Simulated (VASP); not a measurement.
A run of VASP 6.6.1:

Contents of INCAR:

```
SYSTEM = Bi
ALGO = Normal
EDIFF = 1E-8
ENCUT = 520
GGA = PE
ISIF = 2
ISMEAR = -1
LASPH = .TRUE.
LCHARG = .FALSE.
LEFG = .TRUE.
LREAL = .FALSE.
LWAVE = .FALSE.
NBANDS = 22
NELM = 60
PREC = Accurate
SIGMA = 0.03
```

KPOINTS

```
k-points
0
G
  9 9 3
  0 0 0
```

The input POSCAR:

```
Bi
1.0
    4.5390002997      0.0000000000      0.0000000000
   -2.2695001499      3.9308895674      0.0000000000
    0.0000000000      0.0000000000     11.8290000000
Bi
2
Direct
    0.3333333333      0.6666666667      0.2500000000
    0.6666666667      0.3333333333      0.7500000000
```

Potentials or basis: VASP PAW PBE potentials, release 64 (Bi_d).

Launch:

```console
$ cat potpaw_PBE.64/Bi_d/POTCAR > POTCAR
$ mpirun -np 1 vasp_std > vasp.out
```

Hardware: 1 thread of Intel(R) Xeon(R) Platinum 8175M CPU @ 2.50GHz (Skylake/Cascade Lake), on a shared host.

How long does it take, and how much memory?

Wall time 2.5 min on 1 thread of Intel(R) Xeon(R) Platinum 8175M CPU @ 2.50GHz (Skylake/Cascade Lake), with other jobs on the host, peak memory 0.36 GiB. Counts: scf iterations 15, k points 24.
